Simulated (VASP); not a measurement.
# TeP2 (Fm-3m) in VASP: density of states with PBE

Aim: the density of states of TeP2 with PBE.

Program: VASP 6.6.1. These are calculated values, not measurements. Logs are shortened: lines on timing, memory, paths and dates and some standing lists are left out, and cuts for length are marked.

## 1. The cell of the first run

Symmetry: Fm-3m, No. 225, cubic system. Conventional cell: a = 6.542 Å, b = 6.542 Å, c = 6.542 Å, α = 90.00°, β = 90.00°, γ = 90.00°. Te (site symmetry m-3m) has 8 P at 2.83 Å within 3.7 Å. Within 3.7 Å of P (site symmetry -43m) lie 4 Te at 2.83 Å and 6 P at 3.27 Å.

## 2. Density of states, PBE

Input file POSCAR:

```
TeP2
1.0
    0.0000000000      3.2710398019      3.2710398019
    3.2710398019      0.0000000000      3.2710398019
    3.2710398019      3.2710398019      0.0000000000
Te P
1 2
Direct
    0.5000000000      0.5000000000      0.5000000000
    0.2500000000      0.2500000000      0.2500000000
    0.7500000000      0.7500000000      0.7500000000
```

Input file INCAR.step1:

```
PREC = Accurate ; ENCUT = 520
EDIFF = 1E-6 ; ISMEAR = 0
SIGMA = 0.1 ; LREAL = F
LASPH = T ; NELM = 100
ALGO = Normal ; ISIF = 2
LWAVE = F ; LCHARG = T
GGA = PE ; NBANDS = 15
```

Input file KPOINTS.step1:

```
Automatic mesh
0
Gamma
  12 12 12
```

Input file INCAR.step2:

```
PREC = Accurate ; ENCUT = 520
EDIFF = 1E-6 ; ISMEAR = -5
SIGMA = 0.1 ; LREAL = F
LASPH = T ; NELM = 100
ALGO = Normal ; ISIF = 2
LWAVE = F ; LCHARG = F
GGA = PE ; LORBIT = 11
NBANDS = 15 ; NEDOS = 2001
ICHARG = 11
```

Input file KPOINTS.step2:

```
Automatic mesh
0
Gamma
  18 18 18
```

Potentials or basis: VASP PAW PBE potentials, release 64 (Te, P).

Launch:

```sh
$ cat potpaw_PBE.64/Te/POTCAR potpaw_PBE.64/P/POTCAR > POTCAR
$ cp INCAR.step1 INCAR
$ cp KPOINTS.step1 KPOINTS
$ mpirun -np 1 vasp_std > vasp.out
$ cp INCAR.step2 INCAR
$ cp KPOINTS.step2 KPOINTS
$ mpirun -np 1 vasp_std > vasp.out
```

OUTCAR:

```text
PREC = Accurate
   ENCUT = 520
   EDIFF = 1E-6
   ISMEAR = -5
   LREAL = F
   LASPH = T
   NELM = 100
   ISIF = 2
   GGA = PE
   LORBIT = 11
   ICHARG = 11

 ion  position               nearest neighbor table
   1  0.500  0.500  0.500-   2 2.83   2 2.83   2 2.83   3 2.83   3 2.83   3 2.83   3 2.83   2 2.83

   2  0.250  0.250  0.250-   1 2.83   1 2.83   1 2.83   1 2.83
   3  0.750  0.750  0.750-   1 2.83   1 2.83   1 2.83   1 2.83

  LATTYP: Found a face centered cubic cell.
 ALAT       =     6.5420796038

  Lattice vectors:

 A1 = (   0.0000000000,   3.2710398019,   3.2710398019)
 A2 = (   3.2710398019,   0.0000000000,   3.2710398019)
 A3 = (   3.2710398019,   3.2710398019,   0.0000000000)

Analysis of symmetry for initial positions (statically):
=====================================================================
 Subroutine PRICEL returns:
 Original cell was already a primitive cell.

 Routine SETGRP: Setting up the symmetry group for a
 face centered cubic supercell.

 Subroutine GETGRP returns: Found 48 space group operations
 (whereof 48 operations were pure point group operations)
 out of a pool of 48 trial point group operations.

The static configuration has the point symmetry O_h .

Analysis of symmetry for dynamics (positions and initial velocities):
=====================================================================
 Subroutine PRICEL returns:
 Original cell was already a primitive cell.

 Routine SETGRP: Setting up the symmetry group for a
 face centered cubic supercell.

 Subroutine GETGRP returns: Found 48 space group operations
 (whereof 48 operations were pure point group operations)
 out of a pool of 48 trial point group operations.

The dynamic configuration has the point symmetry O_h .

 Subroutine INISYM returns: Found 48 space group operations
 (whereof 48 operations are pure point group operations),
 and found     1 'primitive' translations

----------------------------------------------------------------------------------------

                                     Primitive cell

  volume of cell :      69.9983

  direct lattice vectors                    reciprocal lattice vectors
     0.000000000  3.271039802  3.271039802    -0.152856593  0.152856593  0.152856593
     3.271039802  0.000000000  3.271039802     0.152856593 -0.152856593  0.152856593
     3.271039802  3.271039802  0.000000000     0.152856593  0.152856593 -0.152856593

  length of vectors
     4.625948851  4.625948851  4.625948851     0.264755386  0.264755386  0.264755386

  position of ions in fractional coordinates (direct lattice)
     0.500000000  0.500000000  0.500000000
     0.250000000  0.250000000  0.250000000
     0.750000000  0.750000000  0.750000000

  ion indices of the primitive-cell ions
   primitive index   ion index
                 1           1
                 2           2
                 3           3

----------------------------------------------------------------------------------------

 KPOINTS: Automatic mesh

Automatic generation of k-mesh.
 Grid dimensions read from file:
 generate k-points for:   18   18   18

 Generating k-lattice:

  Cartesian coordinates                     Fractional coordinates (reciprocal lattice)
    -0.008492033  0.008492033  0.008492033     0.055555556  0.000000000  0.000000000
     0.008492033 -0.008492033  0.008492033     0.000000000  0.055555556  0.000000000
     0.008492033  0.008492033 -0.008492033     0.000000000  0.000000000  0.055555556

  Length of vectors
     0.014708633  0.014708633  0.014708633

  Shift w.r.t. Gamma in fractional coordinates (k-lattice)
     0.000000000  0.000000000  0.000000000

 TETIRR: Found    806 inequivalent tetrahedra from    34992

 Subroutine IBZKPT returns following result:
 ===========================================

 Found    195 irreducible k-points:

 Following reciprocal coordinates:
            Coordinates               Weight
  0.000000  0.000000  0.000000      1.000000
  0.055556  0.000000  0.000000      8.000000
  0.111111  0.000000  0.000000      8.000000
  0.166667  0.000000  0.000000      8.000000
  0.222222  0.000000  0.000000      8.000000
  0.277778  0.000000  0.000000      8.000000
[... 16 lines left out ...]
 -0.277778  0.055556  0.000000     24.000000
 -0.222222  0.055556  0.000000     24.000000
 [... further k-points ...]
   k-points           NKPTS =    195   k-points in BZ     NKDIM =    195   number of bands    NBANDS=     15
   number of dos      NEDOS =   2001   number of ions     NIONS =      3
   total plane-waves  NPLWV =  46656
   dimension x,y,z NGX =    36 NGY =   36 NGZ =   36
   dimension x,y,z NGXF=    72 NGYF=   72 NGZF=   72
   ions per type =               1   2
   NGX,Y,Z   is equivalent  to a cutoff of  12.94, 12.94, 12.94 a.u.
   NGXF,Y,Z  is equivalent  to a cutoff of  25.88, 25.88, 25.88 a.u.
 SYSTEM =  unknown system
   PREC   = accura    normal or accurate (medium, high low for compatibility)
   ISTART =      0    job   : 0-new  1-cont  2-samecut
   ICHARG =     11    charge: 1-file 2-atom 10-const
   ISPIN  =      1    spin polarized calculation?
   LNONCOLLINEAR =      F non collinear calculations
   LSORBIT =      F    spin-orbit coupling
   LASPH  =      T    aspherical Exc in radial PAW
   ENCUT  =  520.0 eV  38.22 Ry    6.18 a.u.   8.60  8.60  8.60*2*pi/ulx,y,z
   NELM   =    100;   NELMIN=  2; NELMDL=  0     # of ELM steps
   EDIFF  = 0.1E-05   stopping-criterion for ELM
   LREAL  =      F    real-space projection
   EDIFFG = 0.1E-04   stopping-criterion for IOM
   NSW    =      0    number of steps for IOM
   IBRION =     -1    ionic relax: 0-MD 1-quasi-New 2-CG
   NFREE  =      0    steps in history (QN), initial steepest desc. (CG)
   ISIF   =      2    stress and relaxation
   ISYM   =      2    0-nonsym 1-usesym 2-fastsym
   POTIM  = 0.5000    time-step for ionic-motion
   TEBEG  =    0.0;   TEEND  =   0.0 temperature during run
   PSTRESS=    0.0 pullay stress
   NELECT =      16.0000    total number of electrons
   NUPDOWN=      -1.0000    fix difference up-down
   EMIN   =  10.00;   EMAX   =-10.00  energy-range for DOS
   EFERMI =   0.00;   METHOD = LEGACY
   ISMEAR =    -5;   SIGMA  =   0.10  broadening in eV -4-tet -1-fermi 0-gaus
   EFERMI_NEDOS =   21; number of points for ismear=-14 and -15
   IALGO  =     38    algorithm
   IMIX   =      4    mixing-type and parameters
     AMIX     =   0.40;   BMIX     =  1.00
     AMIX_MAG =   1.60;   BMIX_MAG =  1.00
  volume/ion in A,a.u.               =      23.33       157.46
  Fermi-wavevector in a.u.,A,eV,Ry     =   1.000965  1.891550 13.632105  1.001931
  Thomas-Fermi vector in A             =   2.133356
   LORBIT       =     11    0 simple, 1 ext, 2 COOP (PROOUT), +10 PAW based schemes
   GGA     = PE    functional components
   LHFCALC =     F    Hartree Fock is set to
   AEXX    =    0.0000 exact exchange contribution
   IVDW    =     0    specifies the selected vdW correction
   LEPSILON=     F    determine dielectric tensor
   LRPA    =     F    only Hartree local field effects (RPA)
 non-spin polarized calculation
 Fermi weights with tetrahedron method with Bloechl corrections
  energy-cutoff  :      520.00
  volume of cell :       70.00
 maximum number of plane-waves:      1902

 number of electron      15.9999998 magnetization

 Free energy of the ion-electron system (eV)
  ---------------------------------------------------
  ext. energy  EPLUGINS =         0.00000000
  ---------------------------------------------------
  free energy    TOTEN  =       -11.21141097 eV

  energy without entropy =      -11.21141097  energy(sigma->0) =      -11.21141097

 E-fermi :   6.5160     XC(G=0):  -9.7119

 val. band max:        6.5891116337   @ k =   0.3333   0.3333   0.0000
 cond. band min:       6.3660547650   @ k =   0.2778   0.2778   0.0000
 fundamental gap:     -0.2230568688
 Fermi energy:         6.5160451340

 k-point     1 :       0.0000    0.0000    0.0000
  band No.  band energies     occupation
      1      -8.0188      2.00000
      2      -1.5180      2.00000
      3      -0.2152      2.00000
      4       3.0749      2.00000
      5       3.0749      2.00000
      6       3.0749      2.00000
      7       3.6841      2.00000
      8       3.6841      2.00000
      9       3.6841      2.00000
     10       7.9853      0.00000
     11       7.9853      0.00000
     12       7.9853      0.00000
     13      10.9647      0.00000
     14      10.9647      0.00000
     15      13.3920      0.00000

 k-point     2 :       0.0556    0.0000    0.0000
  band No.  band energies     occupation
      1      -7.9930      2.00000
      2      -1.5609      2.00000
      3      -0.3378      2.00000
      4       2.9007      2.00000
      5       2.9638      2.00000
      6       2.9638      2.00000
      7       3.8005      2.00000
      8       3.8005      2.00000
      9       4.0800      2.00000
     10       7.9519      0.00000
     11       7.9519      0.00000
     12       7.9616      0.00000
     13      11.0871      0.00000
     14      11.0871      0.00000
     15      13.4934      0.00000

 k-point     3 :       0.1111    0.0000    0.0000
  band No.  band energies     occupation
      1      -7.9161      2.00000
      2      -1.6971      2.00000
      3      -0.6535      2.00000
      4       2.7524      2.00000
      5       2.7524      2.00000
      6       2.7914      2.00000
      7       4.0218      2.00000
      8       4.0218      2.00000
      9       4.7991      2.00000
     10       7.8855      0.00000
     11       7.8855      0.00000
     12       7.9115      0.00000
     13      11.4240      0.00000
     14      11.4240      0.00000
     15      13.7648      0.00000

 k-point     4 :       0.1667    0.0000    0.0000
  band No.  band energies     occupation
      1      -7.7898      2.00000
      2      -1.9579      2.00000
      3      -1.0248      2.00000
      4       2.5363      2.00000
      5       2.5363      2.00000
      6       2.8526      2.00000
      7       4.2355      2.00000
      8       4.2355      2.00000
      9       5.5876      2.00000
     10       7.8549      0.00000
     11       7.8549      0.00000
     12       7.8975      0.00000
     13      11.9122      0.00000
     14      11.9122      0.00000
     15      14.0730      0.00000
[... 307 lines left out ...]
 k-point    22 :      -0.3333    0.0556    0.0000
  band No.  band energies     occupation
      1      -7.0632      2.00000
      2      -3.5518      2.00000
      3      -1.7820      2.00000
      4       1.9701      2.00000
      5       2.0876      2.00000
      6       3.3461      2.00000
      7       4.4627      2.00000
      8       4.9048      2.00000
      9       6.9991      0.00000
     10       8.2429      0.00000
     11       8.8004      0.00000
     12       9.3126      0.00000
     13      12.6729      0.00000
     14      13.4108      0.00000
     15      13.7574      0.00000

 k-point    23 :      -0.2778    0.0556    0.0000
  band No.  band energies     occupation
      1      -7.3063      2.00000
      2      -3.0489      2.00000
      3      -1.6665      2.00000
      4       2.0493      2.00000
      5       2.2475      2.00000
      6       3.1703      2.00000
      7       4.3870      2.00000
      8       4.9044      2.00000
      9       6.7912     -0.19460
     10       7.9339      0.00000
     11       8.3871      0.00000
     12       8.8184      0.00000
     13      12.8962      0.00000
     14      13.3473      0.00000
     15      13.5470      0.00000

 k-point    24 :      -0.2222    0.0556    0.0000
  band No.  band energies     occupation
      1      -7.5286      2.00000
      2      -2.5328      2.00000
      3      -1.4953      2.00000
      4       2.1652      2.00000
      5       2.4362      2.00000
      6       2.9728      2.00000
      7       4.2671      2.00000
      8       4.8575      2.00000
      9       6.4357      1.72651
     10       7.7285      0.00000
     11       7.9313      0.00000
     12       8.5059      0.00000
     13      12.4156      0.00000
     14      13.0128      0.00000
     15      13.8497      0.00000

 [... further k-points ...]

------------------------ aborting loop because EDIFF is reached ----------------------------------------

  FORCE on cell =-STRESS in cart. coord.  units (eV):
  Direction    XX          YY          ZZ          XY          YZ          ZX
  --------------------------------------------------------------------------------------
  -------------------------------------------------------------------------------------
  Total       -0.0710753     -0.0710753     -0.0710753      0.0000000      0.0000000      0.0000000
  in kB       -1.6268292     -1.6268292     -1.6268292      0.0000000      0.0000000      0.0000000
  external PRESSURE =      -1.6268292 kB  Pullay stress =       0.0000000 kB

 VOLUME and BASIS-vectors are now :
 -----------------------------------------------------------------------------
  energy-cutoff  :      520.00
  volume of cell :       70.00
      direct lattice vectors                 reciprocal lattice vectors
     0.000000000  3.271039802  3.271039802    -0.152856593  0.152856593  0.152856593
     3.271039802  0.000000000  3.271039802     0.152856593 -0.152856593  0.152856593
     3.271039802  3.271039802  0.000000000     0.152856593  0.152856593 -0.152856593

 POSITION                                       TOTAL-FORCE (eV/Angst)
 -----------------------------------------------------------------------------------
      3.27104      3.27104      3.27104         0.000000     -0.000000      0.000000
      1.63552      1.63552      1.63552         0.000000      0.000000      0.000000
      4.90656      4.90656      4.90656        -0.000000     -0.000000     -0.000000
 -----------------------------------------------------------------------------------
    total drift:                                0.000000     -0.000000     -0.000000

  FREE ENERGIE OF THE ION-ELECTRON SYSTEM (eV)
  ---------------------------------------------------
  free  energy   TOTEN  =       -11.2114109735 eV

  energy  without entropy=      -11.2114109735  energy(sigma->0) =      -11.21141097

 total charge

# of ion       s       p       d       tot
------------------------------------------
    1        1.480   1.596   0.128   3.204
    2        1.149   1.221   0.000   2.370
    3        1.149   1.221   0.000   2.370
--------------------------------------------------
tot          3.778   4.038   0.128   7.943
```

Run time: 3 min. Hardware: 1 thread of Intel Xeon Platinum 8259CL at 2.50GHz (Skylake/Cascade Lake), shared host; peak memory 0.33 GiB.

Results:

- Valence electrons inside the program's atomic spheres: Te 3.20; P 2.37

Caveat: spin-orbit coupling is left out, which moves the levels of the heavy elements; tetrahedron occupations give inexact forces and stress in metals.
